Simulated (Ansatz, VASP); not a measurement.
Te2Mo: VASP beside Ansatz

```
Te Mo
1.0
     3.51820    0.00000    0.00000
    -1.75910    3.04685    0.00000
     0.00000    0.00000   13.97360
Te Mo
4 2
Direct
  0.66667 0.33333 0.37900
  0.33333 0.66667 0.87900
  0.66667 0.33333 0.12100
  0.33333 0.66667 0.62100
  0.66667 0.33333 0.75000
  0.33333 0.66667 0.25000
```

Alike in both runs: task single point; functional PBE; k mesh 15 × 15 × 4; occupations fermi-dirac, width 0.05 eV; no spin polarisation.

|  | VASP | Ansatz |
| --- | --- | --- |
| version | VASP 6.6.1 | Ansatz 0.2.0 |
| potentials or method | VASP PAW PBE potentials, release 64 (Te, Mo_sv) | Ansatz PAW |
| plane-wave cutoff (eV) | 520 | 420 |
| valence electrons in the cell | 52 | 92 |

Ansatz gave:

- gap on the k mesh at the Fermi level (eV): 0.71
- least direct gap on the mesh (eV): 1.04
- pressure (GPa): 2.9
- traceless stress, the component that is largest in VASP (GPa): 0.45
- rms of the force components (eV/Å): 0.083

Task: Estimate VASP's values.

Result: gap on the k mesh at the Fermi level (eV): 0.70; least direct gap on the mesh (eV): 1.04; pressure (GPa): 2.9; traceless stress, the component that is largest in VASP (GPa): 0.51; rms of the force components (eV/Å): 0.089.

Atom by atom the forces differ by 0.007 eV/Å (rms over components). The functional is the same, so the differences come from potentials, cutoffs and numerics. VASP's potentials hold 52 valence electrons a cell and Ansatz's 92, so a difference there can come from the potentials and not from the codes.

Neither program's run includes spin-orbit coupling. Noted on Ansatz's run: odd divisions of the mesh miss points on the zone boundary, where band edges often lie, so the gap on the mesh can be too wide.
